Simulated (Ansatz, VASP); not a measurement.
# Two plane-wave programs on Li

```
CELL_PARAMETERS angstrom
4.45444 0.00000 0.00000
0.00000 4.45444 0.00000
0.00000 0.00000 4.45444
ATOMIC_POSITIONS crystal
Li 0.87457 0.12543 0.62543
Li 0.37457 0.37457 0.37457
Li 0.12543 0.62543 0.87457
Li 0.62543 0.87457 0.12543
```

Alike in both runs: task single point; functional PBEsol; k mesh 6 × 6 × 6; occupations fermi-dirac, width 0.15 eV; no spin polarisation.

|  | VASP | Ansatz |
| --- | --- | --- |
| version | VASP 6.6.1 | Ansatz 0.2.0 |
| potentials or method | VASP PAW PBE potentials, release 64 (Li_sv) | plane waves, PAW |
| plane-wave cutoff (eV) | 750 | 420 |
| valence electrons in the cell | 12 | 12 |

VASP gave:

- pressure (GPa): 0.0

Estimate Ansatz's values.

pressure (GPa): 0.1.

VASP's potentials were made for PBE, not for PBEsol.
